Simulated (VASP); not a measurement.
Ca3SbP, 5 atoms in the cell. It takes space group P4mm (No. 99, tetragonal). The conventional cell has a = 5.383 Å, b = 5.383 Å, c = 5.383 Å, α = 90.00°, β = 90.00°, γ = 90.00°. Within 3.5 Å of Ca (site symmetry 4mm) lie 2 P at 2.68 to 2.70 Å. Within 3.5 Å of Ca (site symmetry 2mm) lie 2 P at 2.69 Å. Within 4.9 Å of Sb (site symmetry 4mm) lie 12 Ca at 3.73 to 3.88 Å and 8 P at 4.63 to 4.69 Å. Within 3.5 Å of P (site symmetry 4mm) lie 6 Ca at 2.68 to 2.70 Å.  This cell differs from its parent crystal: atoms displaced along a vibrational mode, the cell strained.

* Program: VASP 6.6.1
* Task: single point
* Functional: LDA
* Potentials or basis: VASP PAW LDA potentials, release 64 (Ca_sv, Sb, P)
* Cutoff: 520 eV
* k mesh: 6 × 6 × 6
* Occupations: gaussian, width 0.05 eV
* Spin: no spin polarisation
* Dipole correction: no
* Further INCAR settings: ALGO = Normal; EDIFF = 1e-06; NBANDS = 28

Potentials or basis: VASP PAW LDA potentials, release 64 (Ca_sv, Sb, P).

Command:

```console
$ cat potpaw_LDA.64/Ca_sv/POTCAR potpaw_LDA.64/Sb/POTCAR potpaw_LDA.64/P/POTCAR > POTCAR
$ mpirun -np 1 vasp_std > vasp.out
```

Hardware: 1 thread of Oxide Virtual Turin-like Processor, with other jobs on the host.

Problem. How long does it take, and how much memory?

Solution. It took 3.7 min on 1 thread of Oxide Virtual Turin-like Processor (shared host), peak memory 0.27 GiB. Counts: scf iterations 14, k points 40.
